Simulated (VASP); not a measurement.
Write the native input for VASP 6.6.1 that does the following.

```yaml
Task: single point
Functional: PBE
Dispersion: D3(BJ)
Potentials_or_basis: VASP PAW PBE potentials, release 64 (Te, Mo_sv)
Cutoff: 520 eV
k_mesh: 9 × 9 × 2
Occupations: gaussian, width 0.02 eV
Spin: no spin polarisation
Dipole_correction: no
Further_INCAR_settings: ALGO = Normal; EDIFF = 1e-07; NBANDS = 35
```

The structure of Te2Mo lies in POSCAR:

```
Te2Mo
1.0
    3.4965540504      0.0000000000      0.0000000000
   -1.7482770252      3.0281046333      0.0000000000
    0.0000000000      0.0000000000     13.7008328818
Te Mo
4 2
Direct
    0.3333333333      0.6666666667      0.6173697963
    0.6666666667      0.3333333333      0.1173697963
    0.3333333333      0.6666666667      0.8826302037
    0.6666666667      0.3333333333      0.3826302037
    0.3333333333      0.6666666667      0.2500000000
    0.6666666667      0.3333333333      0.7500000000
```

These files were run (other wordings do the same):

INCAR

```
PREC = Accurate ; ENCUT = 520
EDIFF = 1E-7 ; ISMEAR = 0
SIGMA = 0.02 ; LREAL = False
LASPH = True ; NELM = 100
ALGO = Normal ; ISIF = 2
LWAVE = False ; LCHARG = False
GGA = PE ; IVDW = 12
NBANDS = 35
```

KPOINTS

```
Automatic mesh
0
Gamma
  9 9 2
```

Potentials or basis: VASP PAW PBE potentials, release 64 (Te, Mo_sv).

Run with:

```bash
$ cat potpaw_PBE.64/Te/POTCAR potpaw_PBE.64/Mo_sv/POTCAR > POTCAR
$ mpirun -np 1 vasp_std > vasp.out
```

It gave:

| Quantity | Value |
| --- | --- |
| Pressure | 0.0 GPa |
| Largest force | 0.015 eV/Å |
| Band gap on the k mesh | 0.67 eV (least direct gap 1.04 eV) |
| Dispersion energy per atom | -0.554 eV |

Caveat: spin-orbit coupling is left out, which moves the levels of the heavy elements; an odd mesh through Γ misses points on the zone boundary, where band edges can lie.

It took 87 s on 1 thread of Intel(R) Xeon(R) 6975P-C (Granite Rapids), on a shared host, peak memory 0.33 GiB.
